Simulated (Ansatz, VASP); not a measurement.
**One calculation of K2Hf, two programs**

```xyz
3
Lattice="0.0000 3.5687 3.5687 3.5687 0.0000 3.5687 3.5687 3.5687 0.0000" Properties=species:S:1:pos:R:3 pbc="T T T"
K     1.7843    1.7843    1.7843
K     5.3530    5.3530    5.3530
Hf    0.0000    0.0000    0.0000
```

Alike in both runs: task relaxation of cell and atoms; functional PBE; k mesh 4 × 4 × 4; occupations gaussian, width 0.1 eV; no spin polarisation.

|  | VASP | Ansatz |
| --- | --- | --- |
| version | VASP 6.6.1 | Ansatz 0.2.0 |
| potentials or method | VASP PAW PBE potentials, release 64 (K_sv, Hf_pv), cutoff 600 eV | scalar-relativistic, plane waves, PAW |
| valence electrons in the cell | 28 | 44 |

Ansatz gave:

| Quantity | Value |
| --- | --- |
| gap on the k mesh at the Fermi level, each at its own relaxed structure (eV) | none |
| relaxed volume (Å³/atom) | 58.58 |
| relaxed length of the cell vector where the two differ most in proportion (Å) | 6.287 |

Question: Which values does VASP return?

Answer: gap on the k mesh at the Fermi level, each at its own relaxed structure (eV): none; relaxed volume (Å³/atom): 58.28; relaxed length of the cell vector where the two differ most in proportion (Å): 6.277.

A gap of «none» marks a metal or a gap that the smearing closes. VASP's potentials hold 28 valence electrons a cell and Ansatz's 44, so a difference there can come from the potentials and not from the codes.

The k mesh is coarse, so the values compare programs but aren't converged. Spin-orbit coupling is off throughout. Noted on VASP's run: the volume moved by over 15 % at a fixed basis, so the end points are rough.
